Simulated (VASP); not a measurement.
La4ZrO, 6 atoms in the cell. The structure is cubic, space group F-43m (No. 216). The conventional cell has a = 8.966 Å, b = 8.966 Å, c = 8.966 Å, α = 90.00°, β = 90.00°, γ = 90.00°. Within 4.1 Å of La (site symmetry 3m) lie 6 La at 3.13 to 3.21 Å and 3 Zr at 3.71 Å and 3 O at 3.72 Å. Within 4.9 Å of Zr (site symmetry -43m) lie 12 La at 3.71 Å and 4 O at 3.88 Å. Within 4.9 Å of O (site symmetry -43m) lie 12 La at 3.72 Å and 4 Zr at 3.88 Å. The cell was generated, and may not be a known phase.

```yaml
Program: VASP 6.6.1
Task: single point
Functional: PBE
Potentials_or_basis: VASP PAW PBE potentials, release 64 (La, Zr_sv, O)
Cutoff: 520 eV
k_mesh: 8 × 8 × 8
Occupations: gaussian, width 0.1 eV
Spin: collinear spin
Starting_moments: "[0.0, 0.0, 0.0, 0.0, 0.57, 0.0] μB"
Dipole_correction: no
Further_INCAR_settings: ALGO = Normal; EDIFF = 1e-06; NBANDS = 44
```

Potentials or basis: VASP PAW PBE potentials, release 64 (La, Zr_sv, O).

Launch:

```bash
$ cat potpaw_PBE.64/La/POTCAR potpaw_PBE.64/Zr_sv/POTCAR potpaw_PBE.64/O/POTCAR > POTCAR
$ mpirun -np 1 vasp_std > vasp.out
```

Hardware: 1 thread of Oxide Virtual Turin-like Processor, on a shared host.

**Question.** Estimate the wall time of this run.

**Answer.** It took 19 min on 1 thread of Oxide Virtual Turin-like Processor, with other jobs on the host, peak memory 0.62 GiB. Counts: scf iterations 23, k points 29.
